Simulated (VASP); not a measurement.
# HfC in VASP: a series of runs, part 2 of 2

VASP 6.6.1. Earlier steps stand in the parts before.

## 4. Single point, r2SCAN

This run uses another cell than the first one, of 12.21 Å³/atom, 0.935 times its volume.

POSCAR reads:

```
HfC
1.0
    2.9008889300      0.0000000000      0.0000000000
    0.0000000000      2.9008889300      0.0000000000
    0.0000000000      0.0000000000      2.9008889300
Hf C
1 1
Direct
    0.0000000000      0.0000000000      0.0000000000
    0.5000000000      0.5000000000      0.5000000000
```

INCAR.step1 reads:

```
SYSTEM = HfC
PREC = Accurate ; ENCUT = 520
ISMEAR = 0 ; SIGMA = 0.05
LREAL = .FALSE. ; LASPH = .TRUE.
NELM = 60 ; NBANDS = 14
GGA = PE ; ALGO = Normal
EDIFF = 1E-4 ; LWAVE = .TRUE.
LCHARG = .FALSE.
```

INCAR.step2 reads:

```
SYSTEM = HfC
PREC = Accurate ; ENCUT = 520
EDIFF = 1E-6 ; ISMEAR = 0
SIGMA = 0.05 ; LREAL = .FALSE.
LASPH = .TRUE. ; NELM = 60
ALGO = Normal ; ISIF = 2
LWAVE = .FALSE. ; LCHARG = .FALSE.
METAGGA = R2SCAN ; LMIXTAU = .TRUE.
NBANDS = 14 ; ISTART = 1
```

KPOINTS reads:

```
Automatic mesh
0
G
  12 12 12
  0 0 0
```

Potentials or basis: VASP PAW PBE potentials, release 64 (Hf_pv, C).

Launch:

```bash
> cat potpaw_PBE.64/Hf_pv/POTCAR potpaw_PBE.64/C/POTCAR > POTCAR
> cp INCAR.step1 INCAR
> mpirun -np 1 vasp_std > vasp.out
> cp INCAR.step2 INCAR
> mpirun -np 1 vasp_std > vasp.out
```

OUTCAR:

```text
SYSTEM = HfC
   PREC = Accurate
   ENCUT = 520
   EDIFF = 1E-6
   ISMEAR = 0
   LREAL = .FALSE.
   LASPH = .TRUE.
   NELM = 60
   ISIF = 2
   METAGGA = R2SCAN
   ISTART = 1

 ion  position               nearest neighbor table
   1  0.000  0.000  0.000-   2 2.51   2 2.51   2 2.51   2 2.51   2 2.51   2 2.51   2 2.51   2 2.51

   2  0.500  0.500  0.500-   1 2.51   1 2.51   1 2.51   1 2.51   1 2.51   1 2.51   1 2.51   1 2.51

  LATTYP: Found a simple cubic cell.
 ALAT       =     2.9008889300

  Lattice vectors:
[... 598 lines left out ...]

  FORCE on cell =-STRESS in cart. coord.  units (eV):
  Direction    XX          YY          ZZ          XY          YZ          ZX
  --------------------------------------------------------------------------------------
  -------------------------------------------------------------------------------------
  Total       -0.6795097     -0.6795097     -0.6795097     -0.0000000     -0.0000000      0.0000000
  in kB      -44.5977464    -44.5977464    -44.5977464     -0.0000000     -0.0000000      0.0000000
  external PRESSURE =     -44.5977464 kB  Pullay stress =       0.0000000 kB

 VOLUME and BASIS-vectors are now :
 -----------------------------------------------------------------------------
  energy-cutoff  :      520.00
  volume of cell :       24.41
      direct lattice vectors                 reciprocal lattice vectors
     2.900888930  0.000000000  0.000000000     0.344721919  0.000000000  0.000000000
     0.000000000  2.900888930  0.000000000     0.000000000  0.344721919  0.000000000
     0.000000000  0.000000000  2.900888930     0.000000000  0.000000000  0.344721919

 POSITION                                       TOTAL-FORCE (eV/Angst)
 -----------------------------------------------------------------------------------
      0.00000      0.00000      0.00000         0.000000      0.000000      0.000000
      1.45044      1.45044      1.45044         0.000000      0.000000      0.000000
 -----------------------------------------------------------------------------------
    total drift:                                0.000000      0.000000     -0.000000

  FREE ENERGIE OF THE ION-ELECTRON SYSTEM (eV)
  ---------------------------------------------------
  free  energy   TOTEN  =       -54.3986395441 eV

  energy  without entropy=      -54.3964867305  energy(sigma->0) =      -54.39756314
```

OUTCAR.step1:

```text
SYSTEM = HfC
   PREC = Accurate
   ENCUT = 520
   ISMEAR = 0
   LREAL = .FALSE.
   LASPH = .TRUE.
[... 631 lines left out ...]
      0.00000      0.00000      0.00000         0.000000      0.000000      0.000000
      1.45044      1.45044      1.45044         0.000000      0.000000      0.000000
 -----------------------------------------------------------------------------------
    total drift:                                0.000000      0.000000     -0.000000

  FREE ENERGIE OF THE ION-ELECTRON SYSTEM (eV)
  ---------------------------------------------------
  free  energy   TOTEN  =       -18.3394273229 eV

  energy  without entropy=      -18.3351785712  energy(sigma->0) =      -18.33730295
```

Wall time 35 s (1 thread of Intel Xeon 6975P-C (Granite Rapids), shared host); peak memory 0.16 GiB.

What came out:

```yaml
Free_energy: -54.3986 eV
Pressure: -4.5 GPa
Band_gap_on_the_k_mesh: zero (band 7 reaches 7.71 eV, above the bottom of band 8 at 5.84 eV)
```

Caveat: the PAW data sets were made with another functional, which shifts forces and pressure a little; spin-orbit coupling is left out, which moves the levels of the heavy elements.

## 5. Single point, PBE+U

This run uses another cell than the first one, of 12.21 Å³/atom, 0.935 times its volume.

INCAR reads:

```
PREC     = Accurate       # precision mode
ENCUT    = 520            # plane-wave cutoff, eV
EDIFF    = 1E-6           # SCF threshold, eV
ISMEAR   = 0              # smearing method
SIGMA    = 0.05           # smearing width, eV
LREAL    = False          # projectors in reciprocal space
LASPH    = True           # aspherical terms in the spheres
NELM     = 150            # most SCF steps
ALGO     = Normal         # electronic algorithm
ISIF     = 2              # what is computed and relaxed
LWAVE    = False          # write WAVECAR
LCHARG   = False          # write CHGCAR
LMAXMIX  = 4              # l up to which the mixer works
LDAU     = True           # DFT+U
LDAUTYPE = 2            
LDAUL    = 2 -1           # shell
LDAUU    = 1 0            # U, eV
LDAUJ    = 0 0          
LDAUPRINT= 1            
GGA      = PE             # functional
NBANDS   = 14             # bands
```

KPOINTS reads:

```
regular mesh
0
Gamma
  12 12 12
```

POSCAR is that of step 4.

Launch:

```bash
> cat potpaw_PBE.64/Hf_pv/POTCAR potpaw_PBE.64/C/POTCAR > POTCAR
> mpirun -np 1 vasp_std > vasp.out
```

Wall time 9.7 s (1 thread of Intel Xeon 6975P-C (Granite Rapids), shared host); peak memory 0.15 GiB.

It converged, with:

```yaml
Free_energy: -17.6257 eV
Pressure: 2.1 GPa
Band_gap_on_the_k_mesh: zero (band 7 reaches 7.79 eV, above the bottom of band 8 at 5.97 eV)
```

Levels at points of the mesh, in eV from the Fermi level:
```
           k point  band 3  band 4  band 5  band 6  band 7  band 8  band 9  band 10  band 11  band 12
(0.00, 0.00, 0.00)  -30.29  -12.83   -1.86   -1.86    1.05    1.05    1.05     6.17     6.17     6.17
(0.50, 0.00, 0.00)  -30.19   -9.52   -6.81   -1.02   -1.02   -0.68    6.74     6.85     8.37     8.37
(0.50, 0.50, 0.00)  -30.10  -10.07   -2.69   -2.69   -1.20    1.94    3.17     3.17     4.78     8.79
(0.50, 0.50, 0.50)  -31.00   -7.31   -5.47   -5.47   -5.47    8.57    8.57     8.57     9.07     9.07
```

Eigenvalues of the final occupation matrices:
```tsv
site	spin	trace	eigenvalues
site 1 d	1	0.85	0.17 0.17 0.17 0.17 0.17
site 1 d	2	0.85	0.17 0.17 0.17 0.17 0.17
```

Caveat: spin-orbit coupling is left out, which moves the levels of the heavy elements; U without spin polarisation on a metal has little footing; the U is typed as a test and isn't derived for this compound.

## 6. Single point, PBE

This run uses another cell than the first one, of 12.08 Å³/atom, 0.925 times its volume.

INCAR reads:

```
SYSTEM = HfC
PREC     = Accurate       ! precision mode
ENCUT    = 520            ! plane-wave cutoff, eV
EDIFF    = 1E-6           ! SCF threshold, eV
ISMEAR   = 0              ! smearing method
SIGMA    = 0.05           ! smearing width, eV
LREAL    = .False.        ! projectors in reciprocal space
LASPH    = .True.         ! aspherical terms in the spheres
NELM     = 60             ! most SCF steps
ALGO     = Normal         ! electronic algorithm
ISIF     = 2              ! what is computed and relaxed
LWAVE    = .False.        ! write WAVECAR
LCHARG   = .True.         ! write CHGCAR
GGA      = PE             ! functional
LELF     = .True.         ! ELF
LVHAR    = .True.       
NBANDS   = 14             ! bands
```

KPOINTS reads:

```
regular mesh
0
Gamma
  12 12 12
  0 0 0
```

Edit POSCAR of step 5 so:

```diff
@@ -2,3 +2,3 @@
 1.0
-    2.9008889300      0.0000000000      0.0000000000
+    2.8718800407      0.0000000000      0.0000000000
     0.0000000000      2.9008889300      0.0000000000
```

Potentials or basis: VASP PAW PBE potentials, release 64 (Hf_pv, C).

Launch:

```bash
> cat potpaw_PBE.64/Hf_pv/POTCAR potpaw_PBE.64/C/POTCAR > POTCAR
> mpirun -np 1 vasp_std > vasp.out
```

OUTCAR:

```text
SYSTEM = HfC
   PREC = Accurate
   ENCUT = 520
   EDIFF = 1E-6
   ISMEAR = 0
   LREAL = .False.
   LASPH = .True.
   NELM = 60
   ISIF = 2
   GGA = PE

 ion  position               nearest neighbor table
   1  0.000  0.000  0.000-   2 2.50   2 2.50   2 2.50   2 2.50   2 2.50   2 2.50   2 2.50   2 2.50

   2  0.500  0.500  0.500-   1 2.50   1 2.50   1 2.50   1 2.50   1 2.50   1 2.50   1 2.50   1 2.50

  LATTYP: Found a simple tetragonal cell.
 ALAT       =     2.9008889300
 C/A-ratio  =     0.9900000000

  Lattice vectors:

 A1 = (   0.0000000000,   2.9008889300,   0.0000000000)
 A2 = (   0.0000000000,   0.0000000000,   2.9008889300)
 A3 = (   2.8718800407,   0.0000000000,   0.0000000000)

Analysis of symmetry for initial positions (statically):
=====================================================================
 Subroutine PRICEL returns:
 Original cell was already a primitive cell.

 Routine SETGRP: Setting up the symmetry group for a
 simple tetragonal supercell.

 Subroutine GETGRP returns: Found 16 space group operations
 (whereof 16 operations were pure point group operations)
 out of a pool of 16 trial point group operations.

The static configuration has the point symmetry D_4h.

Analysis of symmetry for dynamics (positions and initial velocities):
=====================================================================
 Subroutine PRICEL returns:
 Original cell was already a primitive cell.

 Routine SETGRP: Setting up the symmetry group for a
 simple tetragonal supercell.

 Subroutine GETGRP returns: Found 16 space group operations
 (whereof 16 operations were pure point group operations)
 out of a pool of 16 trial point group operations.

The dynamic configuration has the point symmetry D_4h.

 Subroutine INISYM returns: Found 16 space group operations
 (whereof 16 operations are pure point group operations),
 and found     1 'primitive' translations

----------------------------------------------------------------------------------------

                                     Primitive cell

  volume of cell :      24.1673
[... 115 lines left out ...]
   LHFCALC =     F    Hartree Fock is set to
   AEXX    =    0.0000 exact exchange contribution
   IVDW    =     0    specifies the selected vdW correction
   LEPSILON=     F    determine dielectric tensor
   LRPA    =     F    only Hartree local field effects (RPA)
 non-spin polarized calculation
 Gauss-broadening in eV      SIGMA  =   0.05
  energy-cutoff  :      520.00
  volume of cell :       24.17
 maximum number of plane-waves:       669
 NGX is ok and might be reduce to    24
   NGX = 11   NGY = 11   NGZ = 11

 number of electron      14.0000001 magnetization

 Free energy of the ion-electron system (eV)
  ---------------------------------------------------
  ext. energy  EPLUGINS =         0.00000000
  ---------------------------------------------------
  free energy    TOTEN  =       -18.34188948 eV

  energy without entropy =      -18.33846391  energy(sigma->0) =      -18.34017670

 E-fermi :   6.6676     XC(G=0): -12.5871

 val. band max:        6.6659752936   @ k =   0.1667   0.5000   0.0833
 cond. band min:       6.6698672453   @ k =   0.3333   0.1667   0.0000
 fundamental gap:      0.0038919516
 Fermi energy:         6.6675836525

 k-point     1 :       0.0000    0.0000    0.0000
  band No.  band energies     occupation
      1     -23.3121      2.00000
      2     -23.3121      2.00000
      3     -23.2640      2.00000
      4      -6.1346      2.00000
      5       4.7339      2.00000
      6       4.7357      2.00000
      7       7.7296      0.00000
      8       7.7296      0.00000
      9       7.8723      0.00000
     10      12.7612      0.00000
     11      12.8934      0.00000
     12      12.8934      0.00000
     13      13.3079      0.00000
     14      19.9313      0.00000
[... 377 lines left out ...]
      1     -23.8179      2.00000
      2     -23.5013      2.00000
      3     -23.2352      2.00000
      4      -4.4814      2.00000
      5       3.0351      2.00000
      6       4.7314      2.00000
      7       6.5991      1.94738
      8       6.7288      0.08324
      9       9.9362      0.00000
     10      11.6704      0.00000
     11      12.5792      0.00000
     12      14.6121      0.00000
     13      16.5858      0.00000
     14      19.9326      0.00000

 [... further k-points ...]
[... 5 lines left out ...]
  --------------------------------------------------------------------------------------
  -------------------------------------------------------------------------------------
  Total       -0.2868302      0.3029693      0.3029693      0.0000000      0.0000000      0.0000000
  in kB      -19.0154644     20.0854084     20.0854084      0.0000000      0.0000000      0.0000000
  external PRESSURE =       7.0517841 kB  Pullay stress =       0.0000000 kB

 VOLUME and BASIS-vectors are now :
 -----------------------------------------------------------------------------
  energy-cutoff  :      520.00
  volume of cell :       24.17
      direct lattice vectors                 reciprocal lattice vectors
     2.871880041  0.000000000  0.000000000     0.348203959  0.000000000  0.000000000
     0.000000000  2.900888930  0.000000000     0.000000000  0.344721919  0.000000000
     0.000000000  0.000000000  2.900888930     0.000000000  0.000000000  0.344721919

 POSITION                                       TOTAL-FORCE (eV/Angst)
 -----------------------------------------------------------------------------------
      0.00000      0.00000      0.00000         0.000000      0.000000      0.000000
      1.43594      1.45044      1.45044         0.000000      0.000000      0.000000
 -----------------------------------------------------------------------------------
    total drift:                                0.000000      0.000000     -0.000000

  FREE ENERGIE OF THE ION-ELECTRON SYSTEM (eV)
  ---------------------------------------------------
  free  energy   TOTEN  =       -18.3418894838 eV

  energy  without entropy=      -18.3384639108  energy(sigma->0) =      -18.34017670
```

Run time: 20 s. Hardware: 1 thread of Intel Xeon 6975P-C (Granite Rapids), shared host; peak memory 0.19 GiB.

What came out:

| Property | Result |
| --- | --- |
| Free energy | -18.3419 eV |
| Pressure | 0.7 GPa |
| Band gap on the k mesh | zero (band 7 reaches 7.73 eV, above the bottom of band 8 at 5.87 eV) |

Caveat: spin-orbit coupling is left out, which moves the levels of the heavy elements.

## 7. The runs side by side

```tsv
level	U	cell	gap on the mesh (eV)	pressure (GPa)
PBE	-	a = 2.967 Å, 2 atoms	none	-13.2
PBE	-	a = 2.995 Å, 2 atoms	none	-17.1
r2SCAN	-	a = 2.901 Å, 2 atoms	none	-4.5
PBE+U	Hf d U = 1.0 eV	a = 2.901 Å, 2 atoms	none	2.1
PBE	-	a = 2.872, b = 2.901, c = 2.901 Å, 2 atoms	none	0.7
```

Alike in all rows: task single point; potentials or basis VASP PAW PBE potentials, release 64 (Hf_pv, C); no spin polarisation; k mesh 12 × 12 × 12; cutoff (eV) 520; smearing gaussian 0.05 eV.

Caveats: spin-orbit coupling is left out, which moves the levels of the heavy elements; the PAW data sets were made with another functional, which shifts forces and pressure a little (some runs); U without spin polarisation on a metal has little footing (some runs); the U is typed as a test and isn't derived for this compound (some runs).

Absolute energies hang on the potentials; compare differences alone.
